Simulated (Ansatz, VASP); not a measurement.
SrW2: VASP beside Ansatz

```xyz
3
Lattice="4.9335 0.0000 0.0000 -2.4668 4.2726 0.0000 0.0000 0.0000 2.8466" Properties=species:S:1:pos:R:3 pbc="T T T"
Sr    0.0000    0.0000    0.0000
W     2.4668    1.4242    1.7686
W     0.0000    2.8484    1.0780
```

Alike in both runs: task single point; functional PBE; k mesh 12 × 12 × 16; occupations gaussian, width 0.1 eV; no spin polarisation.

```csv
,VASP,Ansatz
version,VASP 6.6.1,Ansatz 0.2.0
potentials or method,"VASP PAW PBE potentials, release 64 (Sr_sv, W_sv), cutoff 520 eV","scalar-relativistic, plane waves, PAW"
valence electrons in the cell,38,38
```

```tsv
	VASP	Ansatz	Ansatz less VASP
gap on the k mesh at the Fermi level (eV)	none	none	-
pressure (GPa)	0.5	0.0	-0.52
traceless stress, the component that is largest in VASP (GPa)	0.05	0.01	-0.047
rms of the force components (eV/Å)	0.004	0.001	-0.0028
```

Atom by atom the forces differ by 0.005 eV/Å (rms over components). A gap of «none» marks a metal or a gap that the smearing closes.

Spin-orbit coupling is off throughout.
